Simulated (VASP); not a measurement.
## SiO2: relaxation of cell and atoms with PBE

The system is SiO2.

```
Si O
1.0
    -4.45766    4.45766    2.61277
     4.45766   -4.45766    2.61277
     4.45766    4.45766   -2.61277
Si O
4 8
Direct
  0.17701 0.17701 0.35402
  0.82299 0.17701 0.00000
  0.17701 0.82299 0.00000
  0.82299 0.82299 0.64598
  0.50000 0.50000 0.50000
  0.00000 0.50000 0.00000
  0.50000 0.00000 0.00000
  0.00000 0.00000 0.50000
  0.00000 0.21005 0.21005
  0.78995 0.00000 0.78995
  0.21005 0.00000 0.21005
  0.00000 0.78995 0.78995
```

```json
{"Program": "VASP 6.6.1", "Task": "relaxation of cell and atoms", "Functional": "PBE", "Potentials or basis": "VASP PAW PBE potentials, release 64 (Si, O)", "Cutoff": "600 eV", "k mesh": "6 × 6 × 6", "Occupations": "gaussian, width 0.02 eV", "Spin": "no spin polarisation", "Target pressure": "4 GPa", "Dipole correction": "no", "Further INCAR settings": "ALGO = Normal; EDIFF = 1e-06; IBRION = 2; EDIFFG = -0.008; NSW = 70; ISIF = 3"}
```

The relaxed volume is 17.29 Å³/atom, the relaxed cell is a = 6.814 Å, b = 6.814 Å, c = 6.814 Å, α = 98.52°, β = 98.52°, γ = 134.72° and the space group after relaxing (to 0.1 Å) is I4/mmm (No. 139). The energy change on relaxing (the run minimises the enthalpy) is -0.0 meV/atom, the ionic steps are 11 and the pressure after relaxing is 4.0 GPa. The band gap on the k mesh is 5.43 eV.

Forces on the atoms (eV/Å):
```
Si   0.002  0.002  0.000
Si   0.002 -0.002  0.000
Si  -0.002  0.002  0.000
Si  -0.002 -0.002  0.000
O    0.000  0.000  0.000
O    0.000  0.000  0.000
O    0.000  0.000  0.000
O    0.000  0.000  0.000
O    0.002  0.000  0.000
O    0.000 -0.002  0.000
O    0.000  0.002  0.000
O   -0.002  0.000  0.000
```

Step by step:
```
step  energy change (eV)  largest force (eV/Å)  pressure (GPa)  volume (Å³)
   1              0.0000                0.1199            4.18       207.67
   2             -0.0164                0.0597            3.63       208.26
   3             -0.0144                0.0550            3.70       208.18
   4             -0.0110                0.0253            3.77       207.99
   5             -0.0044                0.1193            3.85       207.70
   6              0.0057                0.0337            4.09       207.28
   7              0.0032                0.0315            4.04       207.38
   8              0.0013                0.0204            4.00       207.45
   9             -0.0012                0.0220            3.94       207.54
  10              0.0003                0.0195            4.00       207.48
  11             -0.0003                0.0024            3.98       207.50
```

Final structure:
```
Si O
1.0
    -4.44708    4.44708    2.62312
     4.44708   -4.44708    2.62312
     4.44708    4.44708   -2.62312
Si O
4 8
Direct
  0.17740 0.17740 0.35480
  0.82260 0.17740 0.00000
  0.17740 0.82260 0.00000
  0.82260 0.82260 0.64520
  0.50000 0.50000 0.50000
  0.00000 0.50000 0.00000
  0.50000 0.00000 0.00000
  0.00000 0.00000 0.50000
  0.00000 0.21183 0.21183
  0.78817 0.00000 0.78817
  0.21183 0.00000 0.21183
  0.00000 0.78817 0.78817
```

Levels at points of the mesh, in eV from the valence-band top:
| k point | band 30 | band 31 | band 32 | band 33 | band 34 | band 35 |
| --- | --- | --- | --- | --- | --- | --- |
| (0.00, 0.00, 0.00) | -0.74 | -0.04 | 0.00 | 5.43 | 8.37 | 8.57 |
| (0.50, 0.00, 0.00) | -0.76 | -0.59 | -0.31 | 7.66 | 7.70 | 8.65 |
| (0.50, 0.50, 0.00) | -0.45 | -0.43 | -0.29 | 6.57 | 6.98 | 8.67 |
| (0.50, 0.50, 0.50) | -0.25 | -0.02 | -0.02 | 7.56 | 7.68 | 7.68 |

Wall time 50 min on 1 thread of Intel Xeon 8259CL, with other jobs on the host, peak memory 0.58 GiB.

Caveat: the cell is relaxed towards a set pressure, so the run minimises the enthalpy, not the energy. A k mesh can miss the band edges.
